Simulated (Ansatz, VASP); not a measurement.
Bi: VASP beside Ansatz

```
Bi
1.0
    -4.47036    4.47036    1.35904
     4.47036   -4.47036    1.35904
     4.47036    4.47036   -1.35904
Bi
1
Direct
  0.00000 0.00000 0.00000
```

Change from the starting cell: strain +0.050 along x and y, -0.050 along z, atoms carried along.

Alike in both runs: task single point; functional LDA; k mesh 10 × 10 × 10; occupations gaussian, width 0.05 eV; no spin polarisation.

|  | VASP | Ansatz |
| --- | --- | --- |
| version | VASP 6.6.1 | Ansatz 0.2.0 |
| potentials or method | VASP PAW LDA potentials, release 64 (Bi_d), cutoff 520 eV | scalar-relativistic, plane waves, PAW |
| valence electrons in the cell | 15 | 15 |

```csv
,VASP,Ansatz,Ansatz less VASP
gap on the k mesh at the Fermi level (eV),none,none,-
pressure (GPa),0.4,0.4,0.00
"traceless stress, the component that is largest in VASP (GPa)",1.43,1.38,-0.057
```

LDA's correlation is that of Perdew and Zunger in VASP and of Perdew and Wang (1992) in Ansatz. A gap of «none» marks a metal or a gap that the smearing closes.

Neither program's run includes spin-orbit coupling.
